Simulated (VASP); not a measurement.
# Si2Ni (fluorite type) (Fm-3m) in VASP: notebook

The runs below take Si2Ni (fluorite type) through single point, with LDA.

Program: VASP 6.6.1. These are calculated values, not measurements. Logs are shortened: lines on timing, memory, paths and dates and some standing lists are left out, and cuts for length are marked.

### Step 1. The cell of the first run

Symmetry: Fm-3m, No. 225, cubic system. Conventional cell: a = 5.241 Å, b = 5.241 Å, c = 5.241 Å, α = 90.00°, β = 90.00°, γ = 90.00°. Within 3.0 Å of Ni (site symmetry m-3m) lie 8 Si at 2.27 Å. Si (site symmetry -43m) has 4 Ni at 2.27 Å and 6 Si at 2.62 Å within 3.0 Å.

### Step 2. Single point, LDA (volume scaled by 0.94)

Contents of INCAR:

```
SYSTEM = Si2Ni
ALGO = Normal ; EDIFF = 1E-6
ENCUT = 520 ; ISIF = 2
ISMEAR = -1 ; LASPH = .True.
LCHARG = .False. ; LREAL = .False.
LWAVE = .False. ; NBANDS = 16
NELM = 100 ; PREC = Accurate
SIGMA = 0.05
```

Contents of KPOINTS:

```
k-points
0
Gamma
  11 11 11
  0 0 0
```

Contents of POSCAR:

```
Si2Ni
1.0
    0.0000000000      2.6205297823      2.6205297823
    2.6205297823      0.0000000000      2.6205297823
    2.6205297823      2.6205297823      0.0000000000
Ni Si
1 2
Direct
    0.0000000000      0.0000000000      0.0000000000
    0.2500000000      0.2500000000      0.2500000000
    0.7500000000      0.7500000000      0.7500000000
```

Potentials or basis: VASP PAW LDA potentials, release 64 (Ni, Si).

Command:

```
$ cat potpaw_LDA.64/Ni/POTCAR potpaw_LDA.64/Si/POTCAR > POTCAR
$ mpirun -np 1 vasp_std > vasp.out
```

OUTCAR:

```text
SYSTEM = Si2Ni
   EDIFF = 1E-6
   ENCUT = 520
   ISIF = 2
   ISMEAR = -1
   LASPH = .True.
   LREAL = .False.
   NELM = 100
   PREC = Accurate

 ion  position               nearest neighbor table
   1  0.000  0.000  0.000-   3 2.27   3 2.27   3 2.27   2 2.27   3 2.27   2 2.27   2 2.27   2 2.27

   2  0.250  0.250  0.250-   1 2.27   1 2.27   1 2.27   1 2.27   3 2.62   3 2.62   3 2.62   3 2.62
                             3 2.62   3 2.62
   3  0.750  0.750  0.750-   1 2.27   1 2.27   1 2.27   1 2.27   2 2.62   2 2.62   2 2.62   2 2.62
                             2 2.62   2 2.62

  LATTYP: Found a face centered cubic cell.
 ALAT       =     5.2410595646

  Lattice vectors:

 A1 = (   0.0000000000,   2.6205297823,   2.6205297823)
 A2 = (   2.6205297823,   0.0000000000,   2.6205297823)
 A3 = (   2.6205297823,   2.6205297823,   0.0000000000)

Analysis of symmetry for initial positions (statically):
=====================================================================
 Subroutine PRICEL returns:
 Original cell was already a primitive cell.

 Routine SETGRP: Setting up the symmetry group for a
 face centered cubic supercell.

 Subroutine GETGRP returns: Found 48 space group operations
 (whereof 48 operations were pure point group operations)
 out of a pool of 48 trial point group operations.

The static configuration has the point symmetry O_h .

Analysis of symmetry for dynamics (positions and initial velocities):
=====================================================================
 Subroutine PRICEL returns:
 Original cell was already a primitive cell.

 Routine SETGRP: Setting up the symmetry group for a
 face centered cubic supercell.

 Subroutine GETGRP returns: Found 48 space group operations
 (whereof 48 operations were pure point group operations)
 out of a pool of 48 trial point group operations.

The dynamic configuration has the point symmetry O_h .

 Subroutine INISYM returns: Found 48 space group operations
 (whereof 48 operations are pure point group operations),
 and found     1 'primitive' translations

----------------------------------------------------------------------------------------

                                     Primitive cell

  volume of cell :      35.9913

  direct lattice vectors                    reciprocal lattice vectors
     0.000000000  2.620529782  2.620529782    -0.190801113  0.190801113  0.190801113
     2.620529782  0.000000000  2.620529782     0.190801113 -0.190801113  0.190801113
     2.620529782  2.620529782  0.000000000     0.190801113  0.190801113 -0.190801113

  length of vectors
     3.705988759  3.705988759  3.705988759     0.330477222  0.330477222  0.330477222

  position of ions in fractional coordinates (direct lattice)
     0.000000000  0.000000000  0.000000000
     0.250000000  0.250000000  0.250000000
     0.750000000  0.750000000  0.750000000

  ion indices of the primitive-cell ions
   primitive index   ion index
                 1           1
                 2           2
                 3           3

----------------------------------------------------------------------------------------

 KPOINTS: k-points

Automatic generation of k-mesh.
 Grid dimensions read from file:
 generate k-points for:   11   11   11

 Generating k-lattice:

  Cartesian coordinates                     Fractional coordinates (reciprocal lattice)
    -0.017345556  0.017345556  0.017345556     0.090909091  0.000000000  0.000000000
     0.017345556 -0.017345556  0.017345556     0.000000000  0.090909091  0.000000000
     0.017345556  0.017345556 -0.017345556     0.000000000  0.000000000  0.090909091

  Length of vectors
     0.030043384  0.030043384  0.030043384

  Shift w.r.t. Gamma in fractional coordinates (k-lattice)
     0.000000000  0.000000000  0.000000000

 Subroutine IBZKPT returns following result:
 ===========================================

 Found     56 irreducible k-points:

 Following reciprocal coordinates:
            Coordinates               Weight
  0.000000  0.000000  0.000000      1.000000
  0.090909  0.000000  0.000000      8.000000
  0.181818  0.000000  0.000000      8.000000
  0.272727  0.000000  0.000000      8.000000
  0.363636  0.000000  0.000000      8.000000
  0.454545  0.000000  0.000000      8.000000
[... 16 lines left out ...]
 -0.272727  0.181818  0.000000     24.000000
 -0.181818  0.181818  0.000000     12.000000
 [... further k-points ...]
   k-points           NKPTS =     56   k-points in BZ     NKDIM =     56   number of bands    NBANDS=     16
   number of dos      NEDOS =    301   number of ions     NIONS =      3
   total plane-waves  NPLWV =  21952
   dimension x,y,z NGX =    28 NGY =   28 NGZ =   28
   dimension x,y,z NGXF=    56 NGYF=   56 NGZF=   56
   ions per type =               1   2
   NGX,Y,Z   is equivalent  to a cutoff of  12.56, 12.56, 12.56 a.u.
   NGXF,Y,Z  is equivalent  to a cutoff of  25.12, 25.12, 25.12 a.u.
 SYSTEM =  Si2Ni
   PREC   = accura    normal or accurate (medium, high low for compatibility)
   ISTART =      0    job   : 0-new  1-cont  2-samecut
   ICHARG =      2    charge: 1-file 2-atom 10-const
   ISPIN  =      1    spin polarized calculation?
   LNONCOLLINEAR =      F non collinear calculations
   LSORBIT =      F    spin-orbit coupling
   LASPH  =      T    aspherical Exc in radial PAW
   ENCUT  =  520.0 eV  38.22 Ry    6.18 a.u.   6.89  6.89  6.89*2*pi/ulx,y,z
   NELM   =    100;   NELMIN=  2; NELMDL= -5     # of ELM steps
   EDIFF  = 0.1E-05   stopping-criterion for ELM
   LREAL  =      F    real-space projection
   EDIFFG = 0.1E-04   stopping-criterion for IOM
   NSW    =      0    number of steps for IOM
   IBRION =     -1    ionic relax: 0-MD 1-quasi-New 2-CG
   NFREE  =      0    steps in history (QN), initial steepest desc. (CG)
   ISIF   =      2    stress and relaxation
   ISYM   =      2    0-nonsym 1-usesym 2-fastsym
   POTIM  = 0.5000    time-step for ionic-motion
   TEBEG  =    0.0;   TEEND  =   0.0 temperature during run
   PSTRESS=    0.0 pullay stress
   NELECT =      18.0000    total number of electrons
   NUPDOWN=      -1.0000    fix difference up-down
   EMIN   =  10.00;   EMAX   =-10.00  energy-range for DOS
   EFERMI =   0.00;   METHOD = LEGACY
   ISMEAR =    -1;   SIGMA  =   0.05  broadening in eV -4-tet -1-fermi 0-gaus
   EFERMI_NEDOS =   21; number of points for ismear=-14 and -15
   IALGO  =     38    algorithm
   IMIX   =      4    mixing-type and parameters
     AMIX     =   0.40;   BMIX     =  1.00
     AMIX_MAG =   1.60;   BMIX_MAG =  1.00
  volume/ion in A,a.u.               =      12.00        80.96
  Fermi-wavevector in a.u.,A,eV,Ry     =   1.299471  2.455644 22.975134  1.688625
  Thomas-Fermi vector in A             =   2.430733
   LORBIT       =      0    0 simple, 1 ext, 2 COOP (PROOUT), +10 PAW based schemes
   GGA     = CA    functional components
   LHFCALC =     F    Hartree Fock is set to
   AEXX    =    0.0000 exact exchange contribution
   IVDW    =     0    specifies the selected vdW correction
   LEPSILON=     F    determine dielectric tensor
   LRPA    =     F    only Hartree local field effects (RPA)
 non-spin polarized calculation
  energy-cutoff  :      520.00
  volume of cell :       35.99
 maximum number of plane-waves:       982
   NGX = 13   NGY = 13   NGZ = 13

 number of electron      18.0000002 magnetization

 Free energy of the ion-electron system (eV)
  ---------------------------------------------------
  ext. energy  EPLUGINS =         0.00000000
  ---------------------------------------------------
  free energy    TOTEN  =       -19.81814581 eV

  energy without entropy =      -19.81024499  energy(sigma->0) =      -19.81419540

 E-fermi :  11.9008     XC(G=0): -12.1859

 val. band max:       11.8666357354   @ k =  -0.4545   0.4545   0.0909
 cond. band min:      11.9024020688   @ k =  -0.4545   0.3636   0.0000
 fundamental gap:      0.0357663334
 Fermi energy:        11.9007825662

 k-point     1 :       0.0000    0.0000    0.0000
  band No.  band energies     occupation
      1      -2.9206      2.00000
      2       5.9243      2.00000
      3       5.9243      2.00000
      4       5.9243      2.00000
      5       7.7164      2.00000
      6       7.7164      2.00000
[... 8 lines left out ...]
     15      16.7017      0.00000
     16      16.7017      0.00000

 k-point     2 :       0.0909    0.0000    0.0000
  band No.  band energies     occupation
      1      -2.7894      2.00000
      2       5.7074      2.00000
      3       5.9662      2.00000
      4       5.9662      2.00000
      5       7.6914      2.00000
      6       7.6914      2.00000
[... 8 lines left out ...]
     15      16.1624      0.00000
     16      16.4566      0.00000

 k-point     3 :       0.1818    0.0000    0.0000
  band No.  band energies     occupation
      1      -2.3986      2.00000
      2       5.0790      2.00000
      3       6.0774      2.00000
      4       6.0774      2.00000
      5       7.6433      2.00000
      6       7.6433      2.00000
[... 8 lines left out ...]
     15      16.3544      0.00000
     16      17.1903      0.00000

 k-point     4 :       0.2727    0.0000    0.0000
  band No.  band energies     occupation
      1      -1.7574      2.00000
      2       4.0859      2.00000
      3       6.2119      2.00000
      4       6.2119      2.00000
      5       7.6422      2.00000
      6       7.6422      2.00000
[... 8 lines left out ...]
     15      17.6577      0.00000
     16      18.6491      0.00000
[... 324 lines left out ...]
 k-point    22 :      -0.3636    0.1818    0.0000
  band No.  band energies     occupation
      1       0.2355      2.00000
      2       2.2836      2.00000
      3       5.5126      2.00000
      4       6.6273      2.00000
      5       7.1581      2.00000
      6       7.4546      2.00000
[... 8 lines left out ...]
     15      19.4615      0.00000
     16      20.2754      0.00000

 k-point    23 :      -0.2727    0.1818    0.0000
  band No.  band energies     occupation
      1      -0.7548      2.00000
      2       3.4161      2.00000
      3       5.5234      2.00000
      4       6.6501      2.00000
      5       7.2369      2.00000
      6       7.7148      2.00000
[... 8 lines left out ...]
     15      18.1985      0.00000
     16      21.4537      0.00000

 k-point    24 :      -0.1818    0.1818    0.0000
  band No.  band energies     occupation
      1      -1.5440      2.00000
      2       4.2539      2.00000
      3       5.7254      2.00000
      4       6.4635      2.00000
      5       7.2962      2.00000
      6       7.8478      2.00000
[... 8 lines left out ...]
     15      18.0681      0.00000
     16      20.8210      0.00000

 [... further k-points ...]
[... 5 lines left out ...]
  --------------------------------------------------------------------------------------
  -------------------------------------------------------------------------------------
  Total        2.7036226      2.7036226      2.7036226      0.0000000     -0.0000000      0.0000000
  in kB      120.3536763    120.3536763    120.3536763      0.0000000     -0.0000000      0.0000000
  external PRESSURE =     120.3536763 kB  Pullay stress =       0.0000000 kB

 VOLUME and BASIS-vectors are now :
 -----------------------------------------------------------------------------
  energy-cutoff  :      520.00
  volume of cell :       35.99
      direct lattice vectors                 reciprocal lattice vectors
     0.000000000  2.620529782  2.620529782    -0.190801113  0.190801113  0.190801113
     2.620529782  0.000000000  2.620529782     0.190801113 -0.190801113  0.190801113
     2.620529782  2.620529782  0.000000000     0.190801113  0.190801113 -0.190801113

 POSITION                                       TOTAL-FORCE (eV/Angst)
 -----------------------------------------------------------------------------------
      0.00000      0.00000      0.00000         0.000000      0.000000      0.000000
      1.31026      1.31026      1.31026         0.000000     -0.000000      0.000000
      3.93079      3.93079      3.93079        -0.000000     -0.000000     -0.000000
 -----------------------------------------------------------------------------------
    total drift:                               -0.000000     -0.000000      0.000000

  FREE ENERGIE OF THE ION-ELECTRON SYSTEM (eV)
  ---------------------------------------------------
  free  energy   TOTEN  =       -19.8181458085 eV

  energy  without entropy=      -19.8102449882  energy(sigma->0) =      -19.81419540
```

It used 71 s of CPU time on 1 thread of AMD EPYC 7R13 Processor (Zen 3) (shared host).

Results:

| Item | Value |
| --- | --- |
| Free energy | -19.8181 eV |
| Pressure | 12.0 GPa |
| Band gap on the k mesh | zero (band 9 reaches 13.63 eV, above the bottom of band 10 at 11.48 eV) |

Caveat: the cell differs from its parent crystal (volume scaled by 0.94).

### Step 3. Single point, LDA (volume scaled by 0.94)

Contents of INCAR:

```
PREC = Accurate
ENCUT = 520
EDIFF = 1E-6
ISMEAR = -1
SIGMA = 0.05
LREAL = False
LASPH = True
NELM = 80
ALGO = Normal
ISIF = 2
LWAVE = False
LCHARG = True
GGA = CA
LELF = True
LVHAR = True
NBANDS = 16
```

Contents of KPOINTS:

```
Automatic mesh
0
Gamma
  11 11 11
```

POSCAR is that of step 2.

Potentials or basis: VASP PAW LDA potentials, release 64 (Ni, Si).

Command:

```
$ cat potpaw_LDA.64/Ni/POTCAR potpaw_LDA.64/Si/POTCAR > POTCAR
$ mpirun -np 1 vasp_std > vasp.out
```

It used 47 s of CPU time on 1 thread of AMD EPYC 7R13 Processor (Zen 3), with other jobs on the host.

Results (log left out):

```yaml
Free_energy: -19.8181 eV
Pressure: 12.0 GPa
Band_gap_on_the_k_mesh: zero (band 9 reaches 13.63 eV, above the bottom of band 10 at 11.48 eV)
```

Levels at points of the mesh, in eV from the Fermi level:
```csv
k point,band 6,band 7,band 8,band 9,band 10,band 11,band 12,band 13
"(0.00, 0.00, 0.00)",-4.18,0.28,1.73,1.73,1.73,2.01,2.01,2.01
```

Caveat: the cell differs from its parent crystal (volume scaled by 0.94). Spin polarisation is off, so any magnetic state and its effect on volume and gap are missing.

### Step 4. Single point, LDA

This run uses another cell than the first one, of 12.76 Å³/atom, 1.064 times its volume.

Contents of INCAR:

```
SYSTEM = Si2Ni
PREC = Accurate
ENCUT = 520
EDIFF = 1E-7
ISMEAR = -1
SIGMA = 0.05
LREAL = .FALSE.
LASPH = .TRUE.
NELM = 60
ALGO = Normal
ISIF = 2
LWAVE = .FALSE.
LCHARG = .FALSE.
NBANDS = 16
```

Contents of KPOINTS:

```
Automatic mesh
0
G
  11 11 11
  0 0 0
```

Contents of POSCAR:

```
Si2Ni
1.0
    0.0000000000      2.6751397953      2.6751397953
    2.6751397953      0.0000000000      2.6751397953
    2.6751397953      2.6751397953      0.0000000000
Ni Si
1 2
Direct
    0.0000000000      0.0000000000      0.0000000000
    0.2500000000      0.2500000000      0.2500000000
    0.7500000000      0.7500000000      0.7500000000
```

Command:

```
$ cat potpaw_LDA.64/Ni/POTCAR potpaw_LDA.64/Si/POTCAR > POTCAR
$ mpirun -np 1 vasp_std > vasp.out
```

It used 41 s of CPU time on 1 thread of AMD EPYC 7R13 Processor (Zen 3) (shared host).

It converged, with:

```
Free energy            : -19.9023 eV
Pressure               : 0.2 GPa
Band gap on the k mesh : zero (band 9 reaches 12.57 eV, above the bottom of band 10 at 10.41 eV)
```

Levels at points of the mesh, in eV from the Fermi level:
| k point | band 5 | band 6 | band 7 | band 8 | band 9 | band 10 | band 11 | band 12 | band 13 | band 14 |
| --- | --- | --- | --- | --- | --- | --- | --- | --- | --- | --- |
| (0.00, 0.00, 0.00) | -3.72 | -3.72 | -0.15 | 1.74 | 1.74 | 1.74 | 2.22 | 2.22 | 2.22 | 4.74 |

Spin polarisation is off, so any magnetic state and its effect on volume and gap are missing.
